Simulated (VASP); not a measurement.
Set up this calculation in VASP 6.6.1, as the native input.

```yaml
Task: single point
Functional: PBEsol
Potentials_or_basis: VASP PAW PBE potentials, release 64 (B)
Cutoff: 500 eV
k_mesh: 20 × 20 × 20
Occupations: gaussian, width 0.1 eV
Spin: no spin polarisation
Dipole_correction: no
Further_INCAR_settings: ALGO = Normal; EDIFF = 1e-06; NBANDS = 8
```

The structure of B lies in POSCAR:

```
B
1.0
    0.0000000000      1.7927293529      1.7927293529
    1.7927293529      0.0000000000      1.7927293529
    1.7927293529      1.7927293529      0.0000000000
B
1
Direct
    0.0000000000      0.0000000000      0.0000000000
```

This cell differs from its parent crystal: Tl replaced by B, lengths x 0.748, strained.

One way to write it, as run:

INCAR

```
SYSTEM = B
PREC = Accurate
ENCUT = 500
EDIFF = 1E-6
ISMEAR = 0
SIGMA = 0.1
LREAL = .FALSE.
LASPH = .TRUE.
NELM = 120
ALGO = Normal
ISIF = 2
LWAVE = .FALSE.
LCHARG = .FALSE.
GGA = PS
NBANDS = 8
GGA_COMPAT = .FALSE.
```

KPOINTS

```
Automatic mesh
0
G
  20 20 20
  0 0 0
```

Potentials or basis: VASP PAW PBE potentials, release 64 (B).

Launch:

```sh
$ cat potpaw_PBE.64/B/POTCAR > POTCAR
$ mpirun -np 1 vasp_std > vasp.out
```

Results of the run:

| Item | Value |
| --- | --- |
| Pressure | -41.2 GPa |

Caveat: the cell differs from its parent crystal (Tl replaced by B, lengths x 0.748, strained); the PAW data sets were made with another functional, which shifts forces and pressure a little.

Run time: 8.3 s on 1 thread of AMD EPYC 9R45 96-Core Processor (Zen 5), on a shared host, peak memory 0.09 GiB.
